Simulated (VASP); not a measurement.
# Ir (Pmma) in VASP: a series of runs, part 3 of 3

VASP 6.6.1. The steps go on from the part before.

**5. Single point, PBEsol**

This run uses another cell than the first one.

File INCAR:

```
SYSTEM = Ir
  PREC = Accurate
  ENCUT = 520
  EDIFF = 1E-6
  ISMEAR = -1
  SIGMA = 0.05
  LREAL = .FALSE.
  LASPH = .TRUE.
  NELM = 100
  ALGO = Normal
  ISIF = 2
  LWAVE = .FALSE.
  LCHARG = .FALSE.
  GGA = PS
  NBANDS = 16
```

File KPOINTS:

```
regular mesh
0
G
  3 13 4
  0 0 0
```

File POSCAR:

```
Ir
1.0
   12.3995108373      0.0000000000      0.0000000000
    0.0000000000      2.2628206073      0.0000000000
    0.0000000000      0.0000000000      7.2876555917
Ir
2
Direct
    0.2500000000      0.0000000000      0.1639900000
    0.7500000000      0.0000000000      0.8360100000
```

Potentials or basis: VASP PAW PBE potentials, release 64 (Ir).

On the command line:

```bash
$ cat potpaw_PBE.64/Ir/POTCAR > POTCAR
$ mpirun -np 1 vasp_std > vasp.out
```

OUTCAR:

```text
SYSTEM = Ir
   PREC = Accurate
   ENCUT = 520
   EDIFF = 1E-6
   ISMEAR = -1
   LREAL = .FALSE.
   LASPH = .TRUE.
   NELM = 100
   ISIF = 2
   GGA = PS

 ion  position               nearest neighbor table
   1  0.250  0.000  0.164-
   2  0.750  0.000  0.836-

  LATTYP: Found a simple orthorhombic cell.
 ALAT       =     2.2628206073
 B/A-ratio  =     3.2206068692
 C/A-ratio  =     5.4796702829

  Lattice vectors:

 A1 = (   0.0000000000,   2.2628206073,   0.0000000000)
 A2 = (   0.0000000000,   0.0000000000,   7.2876555917)
 A3 = (  12.3995108373,   0.0000000000,   0.0000000000)

Analysis of symmetry for initial positions (statically):
=====================================================================
 Subroutine PRICEL returns:
 Original cell was already a primitive cell.

 Routine SETGRP: Setting up the symmetry group for a
 simple orthorhombic supercell.

 Subroutine GETGRP returns: Found  8 space group operations
 (whereof  4 operations were pure point group operations)
 out of a pool of  8 trial point group operations.

[... 160 lines left out ...]
  free energy    TOTEN  =       -10.82356498 eV

  energy without entropy =      -10.77728923  energy(sigma->0) =      -10.80042711

 E-fermi :  -3.5954     XC(G=0):  -4.0507

 val. band max:       -3.7298428034   @ k =   0.3333   0.3846   0.5000
 cond. band min:      -3.5236631414   @ k =   0.3333   0.4615   0.0000
 fundamental gap:      0.2061796620
 Fermi energy:        -3.5953588660

 k-point     1 :       0.0000    0.0000    0.0000
  band No.  band energies     occupation
      1     -10.9344      2.00000
      2     -10.9339      2.00000
      3      -5.8005      2.00000
      4      -5.7473      2.00000
      5      -5.1352      2.00000
      6      -5.1317      2.00000
[... 433 lines left out ...]
      3      -6.6378      2.00000
      4      -6.6371      2.00000
      5      -4.2069      1.99999
      6      -4.2031      1.99999
[... 8 lines left out ...]
     15       3.3457      0.00000
     16       3.6792      0.00000

 [... further k-points ...]

------------------------ aborting loop because EDIFF is reached ----------------------------------------

  FORCE on cell =-STRESS in cart. coord.  units (eV):
  Direction    XX          YY          ZZ          XY          YZ          ZX
  --------------------------------------------------------------------------------------
  -------------------------------------------------------------------------------------
  Total       -0.0297789     -2.0931161     -0.0235597      0.0000000      0.0000000      0.0000000
  in kB       -0.2333335    -16.4006619     -0.1846029      0.0000000      0.0000000      0.0000000
  external PRESSURE =      -5.6061994 kB  Pullay stress =       0.0000000 kB

 VOLUME and BASIS-vectors are now :
 -----------------------------------------------------------------------------
  energy-cutoff  :      520.00
  volume of cell :      204.48
      direct lattice vectors                 reciprocal lattice vectors
    12.399510837  0.000000000  0.000000000     0.080648343  0.000000000  0.000000000
     0.000000000  2.262820607  0.000000000     0.000000000  0.441926327  0.000000000
     0.000000000  0.000000000  7.287655592     0.000000000  0.000000000  0.137218340

 POSITION                                       TOTAL-FORCE (eV/Angst)
 -----------------------------------------------------------------------------------
      3.09988      0.00000      1.19510        -0.000000     -0.000000     -0.000435
      9.29963      0.00000      6.09255         0.000000      0.000000      0.000435
 -----------------------------------------------------------------------------------
    total drift:                                0.000000     -0.000000     -0.000000

  FREE ENERGIE OF THE ION-ELECTRON SYSTEM (eV)
  ---------------------------------------------------
  free  energy   TOTEN  =       -10.8235649792 eV

  energy  without entropy=      -10.7772892343  energy(sigma->0) =      -10.80042711
```

OSZICAR:

```text
N       E                     dE             d eps       ncg     rms          rms(c)
DAV:   1     0.118178559746E+03    0.11818E+03   -0.58648E+03  1344   0.830E+02
DAV:   2     0.173722947606E+00   -0.11800E+03   -0.10479E+03  1576   0.198E+02
DAV:   3    -0.110179985630E+02   -0.11192E+02   -0.10286E+02  1808   0.610E+01
DAV:   4    -0.112091493616E+02   -0.19115E+00   -0.19028E+00  1448   0.103E+01
DAV:   5    -0.112130616045E+02   -0.39122E-02   -0.39104E-02  1704   0.114E+00    0.117E+01
DAV:   6    -0.108695532806E+02    0.34351E+00   -0.15051E+00  1760   0.943E+00    0.628E+00
DAV:   7    -0.108280824409E+02    0.41471E-01   -0.21296E-02  1408   0.110E+00    0.174E+00
DAV:   8    -0.108236450360E+02    0.44374E-02   -0.17744E-03  1472   0.427E-01    0.688E-02
DAV:   9    -0.108235874212E+02    0.57615E-04   -0.17285E-04  1536   0.713E-02    0.255E-02
DAV:  10    -0.108235732730E+02    0.14148E-04   -0.13584E-05  1432   0.321E-02    0.724E-03
DAV:  11    -0.108235677210E+02    0.55520E-05   -0.56229E-06  1344   0.245E-02    0.467E-03
DAV:  12    -0.108235651375E+02    0.25835E-05   -0.29452E-06  1200   0.105E-02    0.998E-04
DAV:  13    -0.108235649792E+02    0.15824E-06   -0.15663E-07  1040   0.339E-03
   1 F= -.10823565E+02 E0= -.10800427E+02  d E =-.462757E-01
```

stdout:

```text
POSCAR found type information on POSCAR Ir
 POSCAR found :  1 types and       2 ions
 scaLAPACK will be used
 -----------------------------------------------------------------------------
|                                                                             |
|                                                                             |
|     You enforced a specific xc type in the INCAR file but a different       |
|     I HOPE YOU KNOW WHAT YOU ARE DOING!                                     |
|                                                                             |
 -----------------------------------------------------------------------------

 LDA part: xc-table for (Slater+PW92), standard interpolation
 POSCAR, INCAR and KPOINTS ok, starting setup
 FFT: planning ... GRIDC
 FFT: planning ... GRID_SOFT
 FFT: planning ... GRID
 WAVECAR not read
 entering main loop
```

Wall time 73 s (1 thread of AMD EPYC 7R13 (Zen 3), shared host); peak memory 0.33 GiB.

Results:

```
Free energy            : -10.8236 eV
Pressure               : -0.6 GPa
Band gap on the k mesh : zero (bands 9 and 10 overlap by 3.20 eV)
```

Levels at points of the mesh, in eV from the Fermi level:
| k point | band 5 | band 6 | band 7 | band 8 | band 9 | band 10 | band 11 | band 12 |
| --- | --- | --- | --- | --- | --- | --- | --- | --- |
| (0.00, 0.00, 0.00) | -1.54 | -1.54 | -1.54 | -1.53 | 2.32 | 2.32 | 2.32 | 2.32 |
| (0.00, 0.00, 0.50) | -1.54 | -1.54 | -1.53 | -1.53 | 2.32 | 2.32 | 2.32 | 2.32 |

Caveat: the PAW data sets were made with another functional, which shifts forces and pressure a little; spin-orbit coupling is left out, which moves the levels of the heavy elements.

**6. Single point, PBEsol**

This run uses another cell than the first one.

File INCAR:

```
ALGO = Normal ; EDIFF = 1E-6
ENCUT = 520 ; GGA = PS
ISIF = 2 ; ISMEAR = -1
LASPH = True ; LCHARG = False
LREAL = False ; LWAVE = False
NBANDS = 16 ; NELM = 80
PREC = Accurate ; SIGMA = 0.05
```

File KPOINTS:

```
k-points
0
Gamma
  3 13 4
```

File POSCAR:

```
Ir
1.0
   12.5176085244      0.0000000000      0.0000000000
    0.0000000000      2.2843725768      0.0000000000
    0.0000000000      0.0000000000      7.3570660129
Ir
2
Direct
    0.2500000000      0.0000000000      0.1639900000
    0.7500000000      0.0000000000      0.8360100000
```

Potentials or basis: VASP PAW PBE potentials, release 64 (Ir).

On the command line:

```bash
$ cat potpaw_PBE.64/Ir/POTCAR > POTCAR
$ mpirun -np 1 vasp_std > vasp.out
```

Wall time 80 s (1 thread of AMD EPYC 7R13 (Zen 3), shared host); peak memory 0.32 GiB.

The run converged. Its results:

```yaml
Free_energy: -10.7941 eV
Pressure: -1.0 GPa
Band_gap_on_the_k_mesh: zero (bands 9 and 10 overlap by 3.06 eV)
```

Stress tensor (GPa, compression positive):
```
-0.02  0.00  0.00
 0.00 -3.10  0.00
 0.00  0.00 -0.02
```

Levels at points of the mesh, in eV from the Fermi level:
| k point | band 6 | band 7 | band 8 | band 9 | band 10 | band 11 |
| --- | --- | --- | --- | --- | --- | --- |
| (0.00, 0.00, 0.00) | -1.47 | -1.46 | -1.46 | 2.22 | 2.22 | 2.22 |
| (0.00, 0.00, 0.50) | -1.46 | -1.46 | -1.46 | 2.22 | 2.22 | 2.22 |

Caveat: the PAW data sets were made with another functional, which shifts forces and pressure a little; spin-orbit coupling is left out, which moves the levels of the heavy elements.

**7. Summary**

```tsv
cell	gap on the mesh (eV)	pressure (GPa)
a = 12.031, b = 2.196, c = 7.071 Å, 2 atoms	none	1.5
a = 12.156, b = 2.218, c = 7.145 Å, 2 atoms	none	0.7
a = 12.279, b = 2.241, c = 7.217 Å, 2 atoms	none	0.0
a = 12.400, b = 2.263, c = 7.288 Å, 2 atoms	none	-0.6
a = 12.518, b = 2.284, c = 7.357 Å, 2 atoms	none	-1.0
```

Alike in all rows: task single point; level PBEsol; potentials or basis VASP PAW PBE potentials, release 64 (Ir); no spin polarisation; k mesh 3 × 13 × 4; cutoff (eV) 520; smearing fermi-dirac 0.05 eV.

Caveats: the PAW data sets were made with another functional, which shifts forces and pressure a little; spin-orbit coupling is left out, which moves the levels of the heavy elements.

Total energies depend on the potentials used, so only differences within one code and one set of settings carry meaning.
